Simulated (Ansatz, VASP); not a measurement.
# Two plane-wave programs on Zn

INCAR

```
PREC = Accurate
ENCUT = 520
EDIFF = 1E-7
ISMEAR = -1
SIGMA = 0.1342
LREAL = F
LASPH = T
NELM = 80
ALGO = Normal
ISIF = 2
LWAVE = F
LCHARG = F
GGA = PE
NBANDS = 19
```

KPOINTS

```
regular mesh
0
Gamma
  8 8 4
```

The input POSCAR:

```
Zn
1.0
    1.2440980000      2.1548410000      0.0000000000
   -1.2440980000      2.1548410000      0.0000000000
    0.0000000000      0.0000000000      4.6924320000
Zn
2
Direct
    0.3333300000      0.3333400000      0.2500000000
    0.6666600000      0.6666700000      0.7500000000
```

Input for Ansatz:

```yaml
crystal:
  lattice:
    - [1.244098, 2.154841, 0.0]
    - [-1.244098, 2.154841, 0.0]
    - [0.0, 0.0, 4.692432]
  atoms:
    - { symbol: Zn, position: [0.33333, 0.33334, 0.25] }
    - { symbol: Zn, position: [0.66666, 0.66667, 0.75] }
  symmetry: { tolerance: 0.0003 }
kpoints:
  mp_grid: { grid: [8, 8, 4], shift: [0, 0, 0] }
magnetization:
  spin_polarized: false
scf:
  occupations: { method: fermi_dirac, width: 0.1342 }
hamiltonian:
  pseudopotentials: { kind: paw }
  xc: pbe
basis:
  ecutwfc: 420
output:
  forces: true
  stress: true
  eigenvalues: true
```

Alike in both runs: task single point; functional PBE; k mesh 8 × 8 × 4; occupations fermi-dirac, width 0.1342 eV; no spin polarisation.

|  | VASP | Ansatz |
| --- | --- | --- |
| version | VASP 6.6.1 | Ansatz 0.2.0 |
| potentials or method | VASP PAW PBE potentials, release 64 (Zn), cutoff 520 eV | PAW plane waves |
| valence electrons in the cell | 24 | 24 |

Ansatz gave:

```
gap on the k mesh at the Fermi level (eV)                     : none
pressure (GPa)                                                : 23.5
traceless stress, the component that is largest in VASP (GPa) : -11.53
```

**Question.** What did VASP give for the same quantities?

**Answer.** gap on the k mesh at the Fermi level (eV): none; pressure (GPa): 24.2; traceless stress, the component that is largest in VASP (GPa): -11.79.

A gap of «none» marks a metal or a gap that the smearing closes. With one functional, cell and mesh, what is left measures potentials, basis and numerics. Ansatz's warnings: structure snapped to symmetry.

The k mesh is coarse, so the values compare programs but aren't converged.
